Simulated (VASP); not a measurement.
Runs of VASP 6.6.1 on HfB2. The structure is that of space group P4/mmm (No. 123), or close to it. The cells are those of the table. 

```csv
task,cell,k mesh,cutoff (eV),gap on the mesh (eV),pressure (GPa),relaxed volume (Å³/atom)
single point,"a = 3.353, b = 3.353, c = 3.181 Å, 3 atoms",14 × 14 × 14,520,none,-0.4,-
relaxation of cell and atoms,"relaxed from a = 3.355, b = 3.355, c = 3.174 Å, 3 atoms",6 × 6 × 6,600,none,-0.2,11.91
relaxation of cell and atoms,"relaxed from a = 3.352, b = 3.352, c = 3.184 Å, 3 atoms",14 × 14 × 14,600,none,0.0,(a)
single point,"a = 3.352, b = 3.352, c = 3.184 Å, 3 atoms",6 × 6 × 6,520,none,-0.4,-
```

Alike in all rows: level PBE; potentials or basis VASP PAW PBE potentials, release 64 (Hf_pv, B); no spin polarisation; smearing gaussian 0.1 eV.

Q: Fill in the values left out.

A: (a) 11.90.

Caveats: spin-orbit coupling is left out, which moves the levels of the heavy elements.

A k mesh can miss the band edges, and the runs leave out spin-orbit coupling on Hf.

A gap of «none» marks levels without a gap at the run's occupations.
